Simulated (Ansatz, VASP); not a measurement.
**Si: VASP beside Ansatz**

Contents of INCAR:

```
SYSTEM = Si
PREC = Accurate
ENCUT = 520
EDIFF = 1E-7
ISMEAR = 0
SIGMA = 0.05
LREAL = .False.
LASPH = .True.
NELM = 60
ALGO = Normal
ISIF = 2
LWAVE = .False.
LCHARG = .False.
GGA = PE
NBANDS = 11
```

The input KPOINTS:

```
Automatic mesh
0
Gamma
  10 10 10
  0 0 0
```

The input POSCAR:

```
Si
1.0
    0.0000000000      2.8708916533      2.4818858342
    2.8708916533      0.0000000000      2.4818858342
    2.8708916533      2.8708916533      0.0000000000
Si
2
Direct
    0.5000000000      0.5000000000      0.5000000000
    0.7500000000      0.7500000000      0.7500000000
```

Input for Ansatz:

```yaml
crystal:
  lattice:
    - [0.0, 2.8708916533, 2.4818858342]
    - [2.8708916533, 0.0, 2.4818858342]
    - [2.8708916533, 2.8708916533, 0.0]
  atoms:
    - { symbol: Si, position: [0.5, 0.5, 0.5] }
    - { symbol: Si, position: [0.75, 0.75, 0.75] }
basis:
  ecutwfc: 420
kpoints:
  mp_grid: { grid: [10, 10, 10] }
hamiltonian:
  xc: pbe
scf:
  occupations: { method: gaussian, width: 0.05 }
output:
  forces: true
  stress: true
  eigenvalues: true
```

Alike in both runs: task single point; functional PBE; k mesh 10 × 10 × 10; occupations gaussian, width 0.05 eV; no spin polarisation.

|  | VASP | Ansatz |
| --- | --- | --- |
| version | VASP 6.6.1 | Ansatz 0.2.0 |
| potentials or method | VASP PAW PBE potentials, release 64 (Si), cutoff 520 eV | scalar-relativistic, plane waves, PAW |
| valence electrons in the cell | 8 | 8 |

VASP gave:

| Quantity | Value |
| --- | --- |
| gap on the k mesh at the Fermi level (eV) | none |
| pressure (GPa) | -0.9 |
| traceless stress, the component that is largest in VASP (GPa) | 6.62 |

Problem. Estimate Ansatz's values.

Solution. gap on the k mesh at the Fermi level (eV): none; pressure (GPa): -0.8; traceless stress, the component that is largest in VASP (GPa): 6.59.

A gap of «none» marks a metal or a gap that the smearing closes.
